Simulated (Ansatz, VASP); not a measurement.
## Two plane-wave programs on HfN

File INCAR:

```
PREC     = Accurate       # precision mode
ENCUT    = 520            # plane-wave cutoff, eV
EDIFF    = 1E-6           # SCF threshold, eV
ISMEAR   = 0              # smearing method
SIGMA    = 0.15           # smearing width, eV
LREAL    = False          # projectors in reciprocal space
LASPH    = True           # aspherical terms in the spheres
NELM     = 80             # most SCF steps
ALGO     = Normal         # electronic algorithm
ISIF     = 2              # what is computed and relaxed
LWAVE    = False          # write WAVECAR
LCHARG   = True           # write CHGCAR
GGA      = PS             # functional
LELF     = True           # ELF
LVHAR    = True         
NBANDS   = 14             # bands
```

Contents of KPOINTS:

```
Automatic mesh
0
Gamma
  18 18 18
```

POSCAR

```
HfN
1.0
    0.0000000000      2.3154750000      2.3719500000
    2.3154750000      0.0000000000      2.3719500000
    2.3154750000      2.3154750000      0.0000000000
Hf N
1 1
Direct
    0.0000000000      0.0000000000      0.0000000000
    0.5000000000      0.5000000000      0.5000000000
```

Input for Ansatz:

```yaml
crystal:
  lattice:
    - [0.0, 2.315475, 2.37195]
    - [2.315475, 0.0, 2.37195]
    - [2.315475, 2.315475, 0.0]
  atoms:
    - { symbol: Hf, position: [0.0, 0.0, 0.0] }
    - { symbol: "N", position: [0.5, 0.5, 0.5] }
basis:
  ecutwfc: 420
kpoints:
  mp_grid: { grid: [18, 18, 18] }
hamiltonian:
  xc: pbesol
scf:
  occupations: { method: gaussian, width: 0.15 }
output:
  forces: true
  stress: true
  eigenvalues: true
  write_density: true
  write_potential: true
  elf: true
  volumetric_format: npy
```

Change from the starting cell: strain +0.025 along x and y, +0.050 along z, atoms carried along.

Alike in both runs: task single point; functional PBEsol; k mesh 18 × 18 × 18; occupations gaussian, width 0.15 eV; no spin polarisation.

|  | VASP | Ansatz |
| --- | --- | --- |
| version | VASP 6.6.1 | Ansatz 0.2.0 |
| potentials or method | VASP PAW PBE potentials, release 64 (Hf_pv, N), cutoff 520 eV | scalar-relativistic, plane waves, PAW |
| valence electrons in the cell | 15 | 31 |

Ansatz gave:

- gap on the k mesh at the Fermi level (eV): none
- pressure (GPa): -24.3
- traceless stress, the component that is largest in VASP (GPa): -4.34

**Question.** Which values does VASP return?

**Answer.** gap on the k mesh at the Fermi level (eV): none; pressure (GPa): -26.1; traceless stress, the component that is largest in VASP (GPa): -4.24.

VASP's potentials were made for PBE, not for PBEsol. A gap of «none» marks a metal or a gap that the smearing closes. VASP's potentials hold 15 valence electrons a cell and Ansatz's 31, so a difference there can come from the potentials and not from the codes.

Spin-orbit coupling is off throughout.
